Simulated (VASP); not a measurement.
# KF (P4/mmm) in VASP: notebook

The runs below take KF through single point, with LDA.

Everything below comes from runs of VASP 6.6.1. Logs are shortened: lines on timing, memory, paths and dates and some standing lists are left out, and cuts for length are marked.

### Step 1. The cell of the first run

The structure is tetragonal, space group P4/mmm (No. 123). The conventional cell has a = 3.259 Å, b = 3.259 Å, c = 3.357 Å, α = 90.00°, β = 90.00°, γ = 90.00°. K (site symmetry 4/mmm) has 8 F at 2.85 Å and 6 K at 3.26 to 3.36 Å within 3.8 Å. F (site symmetry 4/mmm) has 8 K at 2.85 Å and 6 F at 3.26 to 3.36 Å within 3.8 Å.

### Step 2. Single point, LDA (strain +0.000 along x and y, +0.030 along z)

File INCAR:

```
SYSTEM = KF
ALGO = Normal
EDIFF = 1E-6
ENCUT = 520
GGA = CA
ISIF = 2
ISMEAR = 0
LASPH = .True.
LCHARG = .True.
LELF = .True.
LREAL = .False.
LVHAR = .True.
LWAVE = .False.
NBANDS = 15
NELM = 60
PREC = Accurate
SIGMA = 0.05
```

File KPOINTS:

```
k-points
0
Gamma
  8 8 8
  0 0 0
```

File POSCAR:

```
KF
1.0
    3.2589550000      0.0000000000      0.0000000000
    0.0000000000      3.2589550000      0.0000000000
    0.0000000000      0.0000000000      3.3567236500
K F
1 1
Direct
    0.0000000000      0.0000000000      0.0000000000
    0.5000000000      0.5000000000      0.5000000000
```

Potentials or basis: VASP PAW LDA potentials, release 64 (K_sv, F).

Command:

```sh
> cat potpaw_LDA.64/K_sv/POTCAR potpaw_LDA.64/F/POTCAR > POTCAR
> mpirun -np 1 vasp_std > vasp.out
```

OUTCAR:

```text
SYSTEM = KF
   EDIFF = 1E-6
   ENCUT = 520
   GGA = CA
   ISIF = 2
   ISMEAR = 0
   LASPH = .True.
   LREAL = .False.
   NELM = 60
   PREC = Accurate

 ion  position               nearest neighbor table
   1  0.000  0.000  0.000-   2 2.85   2 2.85   2 2.85   2 2.85   2 2.85   2 2.85   2 2.85   2 2.85

   2  0.500  0.500  0.500-   1 2.85   1 2.85   1 2.85   1 2.85   1 2.85   1 2.85   1 2.85   1 2.85

  LATTYP: Found a simple tetragonal cell.
 ALAT       =     3.2589550000
 C/A-ratio  =     1.0300000000

  Lattice vectors:

 A1 = (   3.2589550000,   0.0000000000,   0.0000000000)
 A2 = (   0.0000000000,   3.2589550000,   0.0000000000)
 A3 = (   0.0000000000,   0.0000000000,   3.3567236500)

Analysis of symmetry for initial positions (statically):
=====================================================================
 Subroutine PRICEL returns:
 Original cell was already a primitive cell.

 Routine SETGRP: Setting up the symmetry group for a
 simple tetragonal supercell.

 Subroutine GETGRP returns: Found 16 space group operations
 (whereof 16 operations were pure point group operations)
 out of a pool of 16 trial point group operations.

The static configuration has the point symmetry D_4h.

Analysis of symmetry for dynamics (positions and initial velocities):
=====================================================================
 Subroutine PRICEL returns:
 Original cell was already a primitive cell.

 Routine SETGRP: Setting up the symmetry group for a
 simple tetragonal supercell.

 Subroutine GETGRP returns: Found 16 space group operations
 (whereof 16 operations were pure point group operations)
 out of a pool of 16 trial point group operations.

The dynamic configuration has the point symmetry D_4h.

 Subroutine INISYM returns: Found 16 space group operations
 (whereof 16 operations are pure point group operations),
 and found     1 'primitive' translations

----------------------------------------------------------------------------------------

                                     Primitive cell

  volume of cell :      35.6510

  direct lattice vectors                    reciprocal lattice vectors
     3.258955000  0.000000000  0.000000000     0.306846827  0.000000000  0.000000000
     0.000000000  3.258955000  0.000000000     0.000000000  0.306846827  0.000000000
     0.000000000  0.000000000  3.356723650     0.000000000  0.000000000  0.297909540

  length of vectors
     3.258955000  3.258955000  3.356723650     0.306846827  0.306846827  0.297909540

  position of ions in fractional coordinates (direct lattice)
     0.000000000  0.000000000  0.000000000
     0.500000000  0.500000000  0.500000000

  ion indices of the primitive-cell ions
   primitive index   ion index
                 1           1
                 2           2

----------------------------------------------------------------------------------------

 KPOINTS: k-points

Automatic generation of k-mesh.
 Grid dimensions read from file:
 generate k-points for:    8    8    8

 Generating k-lattice:

  Cartesian coordinates                     Fractional coordinates (reciprocal lattice)
     0.038355853  0.000000000  0.000000000     0.125000000  0.000000000  0.000000000
     0.000000000  0.038355853  0.000000000     0.000000000  0.125000000  0.000000000
     0.000000000  0.000000000  0.037238693     0.000000000  0.000000000  0.125000000

  Length of vectors
     0.038355853  0.038355853  0.037238693

  Shift w.r.t. Gamma in fractional coordinates (k-lattice)
     0.000000000  0.000000000  0.000000000

 Subroutine IBZKPT returns following result:
 ===========================================

 Found     75 irreducible k-points:

 Following reciprocal coordinates:
            Coordinates               Weight
  0.000000  0.000000  0.000000      1.000000
  0.125000  0.000000  0.000000      4.000000
  0.250000  0.000000  0.000000      4.000000
  0.375000  0.000000  0.000000      4.000000
  0.500000  0.000000  0.000000      2.000000
  0.125000  0.125000  0.000000      4.000000
[... 16 lines left out ...]
  0.375000  0.125000  0.125000     16.000000
  0.500000  0.125000  0.125000      8.000000
 [... further k-points ...]
   k-points           NKPTS =     75   k-points in BZ     NKDIM =     75   number of bands    NBANDS=     15
   number of dos      NEDOS =    301   number of ions     NIONS =      2
   total plane-waves  NPLWV =  16128
   dimension x,y,z NGX =    24 NGY =   24 NGZ =   28
   dimension x,y,z NGXF=    48 NGYF=   48 NGZF=   56
   ions per type =               1   1
   NGX,Y,Z   is equivalent  to a cutoff of  12.24, 12.24, 13.87 a.u.
   NGXF,Y,Z  is equivalent  to a cutoff of  24.49, 24.49, 27.73 a.u.
 SYSTEM =  KF
   PREC   = accura    normal or accurate (medium, high low for compatibility)
   ISTART =      0    job   : 0-new  1-cont  2-samecut
   ICHARG =      2    charge: 1-file 2-atom 10-const
   ISPIN  =      1    spin polarized calculation?
   LNONCOLLINEAR =      F non collinear calculations
   LSORBIT =      F    spin-orbit coupling
   LASPH  =      T    aspherical Exc in radial PAW
   ENCUT  =  520.0 eV  38.22 Ry    6.18 a.u.   6.06  6.06  6.24*2*pi/ulx,y,z
   NELM   =     60;   NELMIN=  2; NELMDL= -5     # of ELM steps
   EDIFF  = 0.1E-05   stopping-criterion for ELM
   LREAL  =      F    real-space projection
   EDIFFG = 0.1E-04   stopping-criterion for IOM
   NSW    =      0    number of steps for IOM
   IBRION =     -1    ionic relax: 0-MD 1-quasi-New 2-CG
   NFREE  =      0    steps in history (QN), initial steepest desc. (CG)
   ISIF   =      2    stress and relaxation
   ISYM   =      2    0-nonsym 1-usesym 2-fastsym
   POTIM  = 0.5000    time-step for ionic-motion
   TEBEG  =    0.0;   TEEND  =   0.0 temperature during run
   PSTRESS=    0.0 pullay stress
   NELECT =      16.0000    total number of electrons
   NUPDOWN=      -1.0000    fix difference up-down
   EMIN   =  10.00;   EMAX   =-10.00  energy-range for DOS
   EFERMI =   0.00;   METHOD = LEGACY
   ISMEAR =     0;   SIGMA  =   0.05  broadening in eV -4-tet -1-fermi 0-gaus
   EFERMI_NEDOS =   21; number of points for ismear=-14 and -15
   IALGO  =     38    algorithm
   IMIX   =      4    mixing-type and parameters
     AMIX     =   0.40;   BMIX     =  1.00
     AMIX_MAG =   1.60;   BMIX_MAG =  1.00
  volume/ion in A,a.u.               =      17.83       120.29
  Fermi-wavevector in a.u.,A,eV,Ry     =   1.253403  2.368588 21.375011  1.571019
  Thomas-Fermi vector in A             =   2.387257
   LORBIT       =      0    0 simple, 1 ext, 2 COOP (PROOUT), +10 PAW based schemes
   GGA     = CA    functional components
   LHFCALC =     F    Hartree Fock is set to
   AEXX    =    0.0000 exact exchange contribution
   IVDW    =     0    specifies the selected vdW correction
   LEPSILON=     F    determine dielectric tensor
   LRPA    =     F    only Hartree local field effects (RPA)
 non-spin polarized calculation
 Gauss-broadening in eV      SIGMA  =   0.05
  energy-cutoff  :      520.00
  volume of cell :       35.65
 maximum number of plane-waves:       992
   NGX = 13   NGY = 13   NGZ = 13

 number of electron      15.9999995 magnetization

 Free energy of the ion-electron system (eV)
  ---------------------------------------------------
  ext. energy  EPLUGINS =         0.00000000
  ---------------------------------------------------
  free energy    TOTEN  =        -8.82612664 eV

  energy without entropy =       -8.82612664  energy(sigma->0) =       -8.82612664

 E-fermi :  -2.2666     XC(G=0):  -9.5819

 val. band max:       -2.5142345464   @ k =   0.5000   0.0000   0.5000
 cond. band min:       3.1624645083   @ k =   0.0000   0.0000   0.0000
 fundamental gap:      5.6766990546
 Fermi energy:        -2.2665767744

 k-point     1 :       0.0000    0.0000    0.0000
  band No.  band energies     occupation
      1     -29.1341      2.00000
      2     -20.9885      2.00000
      3     -12.4575      2.00000
      4     -12.3905      2.00000
      5     -12.3905      2.00000
      6      -2.6673      2.00000
      7      -2.5688      2.00000
      8      -2.5688      2.00000
      9       3.1625      0.00000
     10       5.4562      0.00000
     11       5.5202      0.00000
     12      11.0501      0.00000
     13      11.0501      0.00000
     14      11.2424      0.00000
     15      17.0995      0.00000

 k-point     2 :       0.1250    0.0000    0.0000
  band No.  band energies     occupation
      1     -29.1152      2.00000
      2     -20.9905      2.00000
      3     -12.5068      2.00000
      4     -12.4399      2.00000
      5     -12.3743      2.00000
      6      -2.7836      2.00000
      7      -2.6834      2.00000
      8      -2.5806      2.00000
      9       3.5844      0.00000
     10       5.5988      0.00000
     11       5.8559      0.00000
     12      10.7423      0.00000
     13      10.9339      0.00000
     14      11.1024      0.00000
     15      16.5994      0.00000

 k-point     3 :       0.2500    0.0000    0.0000
  band No.  band energies     occupation
      1     -29.0691      2.00000
      2     -20.9965      2.00000
      3     -12.7742      2.00000
      4     -12.3969      2.00000
      5     -12.3347      2.00000
      6      -3.2399      2.00000
      7      -2.7239      2.00000
      8      -2.6104      2.00000
      9       4.6234      0.00000
     10       5.9451      0.00000
     11       6.7152      0.00000
     12      10.1308      0.00000
     13      10.3158      0.00000
     14      11.2333      0.00000
     15      15.1601      0.00000
[... 343 lines left out ...]
 k-point    23 :       0.3750    0.1250    0.1250
  band No.  band energies     occupation
      1     -28.9936      2.00000
      2     -20.9775      2.00000
      3     -13.0390      2.00000
      4     -12.4553      2.00000
      5     -12.4203      2.00000
      6      -3.4941      2.00000
      7      -2.8482      2.00000
      8      -2.7092      2.00000
      9       6.1032      0.00000
     10       6.7920      0.00000
     11       7.4940      0.00000
     12       9.1294      0.00000
     13       9.8158      0.00000
     14      10.4793      0.00000
     15      14.4662      0.00000

 k-point    24 :       0.5000    0.1250    0.1250
  band No.  band energies     occupation
      1     -28.9748      2.00000
      2     -20.9756      2.00000
      3     -13.1441      2.00000
      4     -12.4477      2.00000
      5     -12.4029      2.00000
      6      -3.6162      2.00000
      7      -2.8654      2.00000
      8      -2.6975      2.00000
      9       6.7899      0.00000
     10       6.9804      0.00000
     11       7.1652      0.00000
     12       8.8959      0.00000
     13      10.2622      0.00000
     14      10.4770      0.00000
     15      13.9032      0.00000

 [... further k-points ...]
[... 5 lines left out ...]
  --------------------------------------------------------------------------------------
  -------------------------------------------------------------------------------------
  Total       -1.2139076     -1.2139076     -1.7417024      0.0000000     -0.0000000      0.0000000
  in kB      -54.5536618    -54.5536618    -78.2730406      0.0000000     -0.0000000      0.0000000
  external PRESSURE =     -62.4601214 kB  Pullay stress =       0.0000000 kB

 VOLUME and BASIS-vectors are now :
 -----------------------------------------------------------------------------
  energy-cutoff  :      520.00
  volume of cell :       35.65
      direct lattice vectors                 reciprocal lattice vectors
     3.258955000  0.000000000  0.000000000     0.306846827  0.000000000  0.000000000
     0.000000000  3.258955000  0.000000000     0.000000000  0.306846827  0.000000000
     0.000000000  0.000000000  3.356723650     0.000000000  0.000000000  0.297909540

 POSITION                                       TOTAL-FORCE (eV/Angst)
 -----------------------------------------------------------------------------------
      0.00000      0.00000      0.00000         0.000000      0.000000      0.000000
      1.62948      1.62948      1.67836         0.000000      0.000000      0.000000
 -----------------------------------------------------------------------------------
    total drift:                                0.000000      0.000000     -0.000000

  FREE ENERGIE OF THE ION-ELECTRON SYSTEM (eV)
  ---------------------------------------------------
  free  energy   TOTEN  =        -8.8261266398 eV

  energy  without entropy=       -8.8261266398  energy(sigma->0) =       -8.82612664
```

Run time: 31 s. Hardware: 1 thread of Intel Xeon Platinum 8259CL at 2.50GHz (Skylake/Cascade Lake), shared host; peak memory 0.15 GiB.

What came out:

- Free energy: -8.8261 eV
- Pressure: -6.2 GPa
- Band gap on the k mesh: 5.68 eV, indirect (least direct gap 5.73 eV)

Caveat: the cell differs from its parent crystal (strain +0.000 along x and y, +0.030 along z). A k mesh can miss the band edges.

### Step 3. Single point, LDA (strain +0.030 along x and y, -0.030 along z)

File INCAR:

```
  PREC = Accurate
  ENCUT = 520
  EDIFF = 1E-6
  ISMEAR = 0
  SIGMA = 0.05
  LREAL = F
  LASPH = T
  NELM = 100
  ALGO = Normal
  ISIF = 2
  LWAVE = F
  LCHARG = F
  NBANDS = 15
```

File KPOINTS:

```
regular mesh
0
Gamma
  8 8 8
```

File POSCAR:

```
KF
1.0
    3.3567236500      0.0000000000      0.0000000000
    0.0000000000      3.3567236500      0.0000000000
    0.0000000000      0.0000000000      3.1611863500
K F
1 1
Direct
    0.0000000000      0.0000000000      0.0000000000
    0.5000000000      0.5000000000      0.5000000000
```

Potentials or basis: VASP PAW LDA potentials, release 64 (K_sv, F).

Command:

```sh
> cat potpaw_LDA.64/K_sv/POTCAR potpaw_LDA.64/F/POTCAR > POTCAR
> mpirun -np 1 vasp_std > vasp.out
```

Wall time 38 s (1 thread of Intel Xeon Platinum 8259CL at 2.50GHz (Skylake/Cascade Lake), shared host); peak memory 0.16 GiB.

It converged, with:

- Free energy: -8.8113 eV
- Pressure: -6.2 GPa
- Band gap on the k mesh: 5.56 eV, indirect (least direct gap 5.61 eV)

Stress tensor (GPa, compression positive):
```
-7.81  0.00  0.00
 0.00 -7.81  0.00
 0.00  0.00 -3.03
```

Levels at points of the mesh, in eV from the valence-band top:
| k point | band 6 | band 7 | band 8 | band 9 | band 10 | band 11 |
| --- | --- | --- | --- | --- | --- | --- |
| (0.00, 0.00, 0.00) | -0.26 | -0.26 | -0.05 | 5.56 | 7.80 | 7.96 |
| (0.50, 0.00, 0.00) | -1.38 | -0.40 | -0.13 | 8.53 | 8.87 | 10.02 |
| (0.50, 0.50, 0.00) | -0.76 | -0.76 | 0.00 | 8.27 | 8.33 | 11.95 |
| (0.00, 0.00, 0.50) | -1.39 | -0.35 | -0.35 | 9.07 | 9.09 | 10.31 |
| (0.50, 0.00, 0.50) | -0.81 | -0.72 | -0.19 | 7.85 | 8.58 | 11.06 |
| (0.50, 0.50, 0.50) | -1.19 | -1.15 | -1.15 | 9.74 | 9.74 | 10.41 |

Caveat: the cell differs from its parent crystal (strain +0.030 along x and y, -0.030 along z). A k mesh can miss the band edges.
